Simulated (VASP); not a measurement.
# Cu (P6_3/mmc) in VASP: a series of runs, part 2 of 2

VASP 6.6.1. Earlier steps stand in the parts before.

## (3) Single point, r2SCAN

This run uses another cell than the first one, of 10.77 Å³/atom.

Input file POSCAR:

```
Cu
1.0
    2.4791012850      0.0000000000      0.0000000000
   -1.2395506425      2.1469646914      0.0000000000
    0.0000000000      0.0000000000      8.0931592851
Cu
4
Direct
    0.6666666667      0.3333333333      0.7500000000
    0.0000000000      0.0000000000      0.5000000000
    0.3333333333      0.6666666667      0.2500000000
    0.0000000000      0.0000000000      0.0000000000
```

Input file INCAR.step1:

```
ALGO = Normal
EDIFF = 1E-5
ENCUT = 900
GGA = PE
GGA_COMPAT = False
ISMEAR = -1
LASPH = True
LCHARG = False
LREAL = False
LWAVE = True
NBANDS = 46
NELM = 120
PREC = Accurate
SIGMA = 0.05
```

Input file INCAR.step2:

```
ALGO = Normal
EDIFF = 1E-6
ENCUT = 900
GGA_COMPAT = False
ISIF = 2
ISMEAR = -1
ISTART = 1
LASPH = True
LCHARG = False
LMIXTAU = True
LREAL = False
LWAVE = False
METAGGA = R2SCAN
NBANDS = 46
NELM = 120
PREC = Accurate
SIGMA = 0.05
```

Input file KPOINTS:

```
k-points
0
Gamma
  12 12 4
```

Potentials or basis: VASP PAW PBE potentials, release 64 (Cu_sv_GW).

Command:

```sh
$ cat potpaw_PBE.64/Cu_sv_GW/POTCAR > POTCAR
$ cp INCAR.step1 INCAR
$ mpirun -np 1 vasp_std > vasp.out
$ cp INCAR.step2 INCAR
$ mpirun -np 1 vasp_std > vasp.out
```

OUTCAR:

```text
EDIFF = 1E-6
   ENCUT = 900
   ISIF = 2
   ISMEAR = -1
   ISTART = 1
   LASPH = True
   LREAL = False
   METAGGA = R2SCAN
   NELM = 120
   PREC = Accurate

 ion  position               nearest neighbor table
   1  0.667  0.333  0.750-   2 2.48   4 2.48   2 2.48   4 2.48   2 2.48   4 2.48
   2  0.000  0.000  0.500-   1 2.48   3 2.48   1 2.48   3 2.48   1 2.48   3 2.48
   3  0.333  0.667  0.250-   2 2.48   4 2.48   2 2.48   4 2.48   2 2.48   4 2.48
   4  0.000  0.000  0.000-   1 2.48   3 2.48   1 2.48   3 2.48   1 2.48   3 2.48

  LATTYP: Found a hexagonal cell.
 ALAT       =     2.4791012850
 C/A-ratio  =     3.2645537050

  Lattice vectors:

 A1 = (   2.4791012850,   0.0000000000,   0.0000000000)
 A2 = (  -1.2395506425,   2.1469646914,   0.0000000000)
 A3 = (   0.0000000000,   0.0000000000,   8.0931592851)

Analysis of symmetry for initial positions (statically):
=====================================================================
 Subroutine PRICEL returns:
 Original cell was already a primitive cell.

 Routine SETGRP: Setting up the symmetry group for a
 hexagonal supercell.

 Subroutine GETGRP returns: Found 24 space group operations
 (whereof 12 operations were pure point group operations)
 out of a pool of 24 trial point group operations.

The static configuration has the point symmetry D_3d.
 The point group associated with its full space group is D_6h.

Analysis of symmetry for dynamics (positions and initial velocities):
=====================================================================
 Subroutine PRICEL returns:
 Original cell was already a primitive cell.

 Routine SETGRP: Setting up the symmetry group for a
 hexagonal supercell.

 Subroutine GETGRP returns: Found 24 space group operations
 (whereof 12 operations were pure point group operations)
 out of a pool of 24 trial point group operations.

The dynamic configuration has the point symmetry D_3d.
 The point group associated with its full space group is D_6h.

 Subroutine INISYM returns: Found 24 space group operations
 (whereof 12 operations are pure point group operations),
 and found     1 'primitive' translations

----------------------------------------------------------------------------------------

                                     Primitive cell

  volume of cell :      43.0762

  direct lattice vectors                    reciprocal lattice vectors
     2.479101285  0.000000000  0.000000000     0.403371982  0.232886923  0.000000000
    -1.239550643  2.146964691  0.000000000     0.000000000  0.465773845  0.000000000
     0.000000000  0.000000000  8.093159285     0.000000000  0.000000000  0.123561142

  length of vectors
     2.479101285  2.479101285  8.093159285     0.465773845  0.465773845  0.123561142

  position of ions in fractional coordinates (direct lattice)
     0.666666667  0.333333333  0.750000000
     0.000000000  0.000000000  0.500000000
     0.333333333  0.666666667  0.250000000
     0.000000000  0.000000000  0.000000000

  ion indices of the primitive-cell ions
   primitive index   ion index
                 1           1
                 2           2
                 3           3
                 4           4

----------------------------------------------------------------------------------------

 KPOINTS: k-points

Automatic generation of k-mesh.
 Grid dimensions read from file:
 generate k-points for:   12   12    4

 Generating k-lattice:

  Cartesian coordinates                     Fractional coordinates (reciprocal lattice)
     0.033614332  0.019407244  0.000000000     0.083333333  0.000000000  0.000000000
     0.000000000  0.038814487  0.000000000     0.000000000  0.083333333  0.000000000
     0.000000000  0.000000000  0.030890285     0.000000000  0.000000000  0.250000000

  Length of vectors
     0.038814487  0.038814487  0.030890285

  Shift w.r.t. Gamma in fractional coordinates (k-lattice)
     0.000000000  0.000000000  0.000000000

 Subroutine IBZKPT returns following result:
 ===========================================

 Found     57 irreducible k-points:

 Following reciprocal coordinates:
            Coordinates               Weight
  0.000000  0.000000  0.000000      1.000000
  0.083333 -0.000000  0.000000      6.000000
  0.166667  0.000000  0.000000      6.000000
  0.250000  0.000000  0.000000      6.000000
  0.333333  0.000000  0.000000      6.000000
  0.416667  0.000000  0.000000      6.000000
[... 16 lines left out ...]
  0.250000  0.000000  0.250000     12.000000
  0.333333  0.000000  0.250000     12.000000
 [... further k-points ...]
   k-points           NKPTS =     57   k-points in BZ     NKDIM =     57   number of bands    NBANDS=     46
   number of dos      NEDOS =    301   number of ions     NIONS =      4
   total plane-waves  NPLWV =  46080
   dimension x,y,z NGX =    24 NGY =   24 NGZ =   80
   dimension x,y,z NGXF=    48 NGYF=   48 NGZF=  160
   ions per type =               4
   NGX,Y,Z   is equivalent  to a cutoff of  16.09, 16.09, 16.43 a.u.
   NGXF,Y,Z  is equivalent  to a cutoff of  32.19, 32.19, 32.87 a.u.
 SYSTEM =  unknown system
   PREC   = accura    normal or accurate (medium, high low for compatibility)
   ISTART =      1    job   : 0-new  1-cont  2-samecut
   ICHARG =      0    charge: 1-file 2-atom 10-const
   ISPIN  =      1    spin polarized calculation?
   LNONCOLLINEAR =      F non collinear calculations
   LSORBIT =      F    spin-orbit coupling
   LASPH  =      T    aspherical Exc in radial PAW
   ENCUT  =  900.0 eV  66.15 Ry    8.13 a.u.   6.06  6.06 19.80*2*pi/ulx,y,z
   NELM   =    120;   NELMIN=  2; NELMDL=  0     # of ELM steps
   EDIFF  = 0.1E-05   stopping-criterion for ELM
   LREAL  =      F    real-space projection
   EDIFFG = 0.1E-04   stopping-criterion for IOM
   NSW    =      0    number of steps for IOM
   IBRION =     -1    ionic relax: 0-MD 1-quasi-New 2-CG
   NFREE  =      0    steps in history (QN), initial steepest desc. (CG)
   ISIF   =      2    stress and relaxation
   ISYM   =      2    0-nonsym 1-usesym 2-fastsym
   POTIM  = 0.5000    time-step for ionic-motion
   TEBEG  =    0.0;   TEEND  =   0.0 temperature during run
   PSTRESS=    0.0 pullay stress
   NELECT =      76.0000    total number of electrons
   NUPDOWN=      -1.0000    fix difference up-down
   EMIN   =  10.00;   EMAX   =-10.00  energy-range for DOS
   EFERMI =   0.00;   METHOD = LEGACY
   ISMEAR =    -1;   SIGMA  =   0.05  broadening in eV -4-tet -1-fermi 0-gaus
   EFERMI_NEDOS =   21; number of points for ismear=-14 and -15
   IALGO  =     38    algorithm
   IMIX   =      4    mixing-type and parameters
     AMIX     =   0.40;   BMIX     =  1.00
     AMIX_MAG =   1.60;   BMIX_MAG =  1.00
  volume/ion in A,a.u.               =      10.77        72.67
  Fermi-wavevector in a.u.,A,eV,Ry     =   1.978185  3.738228 53.242544  3.913217
  Thomas-Fermi vector in A             =   2.999075
   LORBIT       =      0    0 simple, 1 ext, 2 COOP (PROOUT), +10 PAW based schemes
   METAGGA = R2SCAN    functional components
   LHFCALC =     F    Hartree Fock is set to
   AEXX    =    0.0000 exact exchange contribution
   IVDW    =     0    specifies the selected vdW correction
   LEPSILON=     F    determine dielectric tensor
   LRPA    =     F    only Hartree local field effects (RPA)
 non-spin polarized calculation
  energy-cutoff  :      900.00
  volume of cell :       43.08
 maximum number of plane-waves:      2688
   NGX = 13   NGY = 13   NGZ = 39

 number of electron      75.9999988 magnetization

 Free energy of the ion-electron system (eV)
  ---------------------------------------------------
  ext. energy  EPLUGINS =         0.00000000
  ---------------------------------------------------
  free energy    TOTEN  =       -43.52343972 eV

  energy without entropy =      -43.51057124  energy(sigma->0) =      -43.51700548

 E-fermi :   8.4703     XC(G=0): -15.1584

 val. band max:        8.4646554788   @ k =   0.1667   0.0833   0.5000
 cond. band min:       8.5171458818   @ k =   0.5000   0.0000   0.5000
 fundamental gap:      0.0524904030
 Fermi energy:         8.4703305505

 k-point     1 :       0.0000    0.0000    0.0000
  band No.  band energies     occupation
      1    -108.1423      2.00000
      2    -108.1375      2.00000
      3    -108.1164      2.00000
      4    -108.1117      2.00000
      5     -64.0421      2.00000
      6     -63.9719      2.00000
[... 1165 lines left out ...]
     45      22.3735      0.00000
     46      23.1807      0.00000

 [... further k-points ...]

------------------------ aborting loop because EDIFF is reached ----------------------------------------

  FORCE on cell =-STRESS in cart. coord.  units (eV):
  Direction    XX          YY          ZZ          XY          YZ          ZX
  --------------------------------------------------------------------------------------
  -------------------------------------------------------------------------------------
  Total        2.8922264      2.8922264      2.7408069     -0.0000000     -0.0000000      0.0000000
  in kB      107.5735762    107.5735762    101.9416739     -0.0000000     -0.0000000      0.0000000
  external PRESSURE =     105.6962754 kB  Pullay stress =       0.0000000 kB

 VOLUME and BASIS-vectors are now :
 -----------------------------------------------------------------------------
  energy-cutoff  :      900.00
  volume of cell :       43.08
      direct lattice vectors                 reciprocal lattice vectors
     2.479101285  0.000000000  0.000000000     0.403371982  0.232886923  0.000000000
    -1.239550643  2.146964691  0.000000000     0.000000000  0.465773845  0.000000000
     0.000000000  0.000000000  8.093159285     0.000000000  0.000000000  0.123561142

 POSITION                                       TOTAL-FORCE (eV/Angst)
 -----------------------------------------------------------------------------------
      1.23955      0.71565      6.06987         0.000000     -0.000000     -0.000000
      0.00000      0.00000      4.04658        -0.000000      0.000000      0.000000
     -0.00000      1.43131      2.02329        -0.000000      0.000000      0.000000
      0.00000      0.00000      0.00000        -0.000000      0.000000      0.000000
 -----------------------------------------------------------------------------------
    total drift:                               -0.000000      0.000000     -0.000000

  FREE ENERGIE OF THE ION-ELECTRON SYSTEM (eV)
  ---------------------------------------------------
  free  energy   TOTEN  =       -43.5234397245 eV

  energy  without entropy=      -43.5105712405  energy(sigma->0) =      -43.51700548
```

Wall time 10 min (1 thread of Intel Xeon Platinum 8488C (Sapphire Rapids), shared host); peak memory 0.37 GiB.

What came out:

```
Free energy            : -43.5234 eV
Pressure               : 10.6 GPa
Band gap on the k mesh : zero (bands 38 and 39 overlap by 5.58 eV)
```

Levels at points of the mesh, in eV from the Fermi level:
```tsv
k point	band 36	band 37	band 38	band 39	band 40	band 41
(0.00, 0.00, 0.00)	-2.08	-2.08	-1.74	-1.74	-1.32	4.57
(0.50, 0.00, 0.00)	-1.55	-0.82	0.31	1.15	1.79	5.41
(0.00, 0.00, 0.50)	-2.41	-1.88	-1.88	-1.88	-1.88	7.86
(0.50, 0.00, 0.50)	-1.58	0.05	0.05	1.54	1.54	5.89
```

Caveat: the cell stands under pressure; the PAW data sets were made with another functional, which shifts forces and pressure a little.

The gap in the log of VASP goes by the Fermi energy; the results here count the filled bands.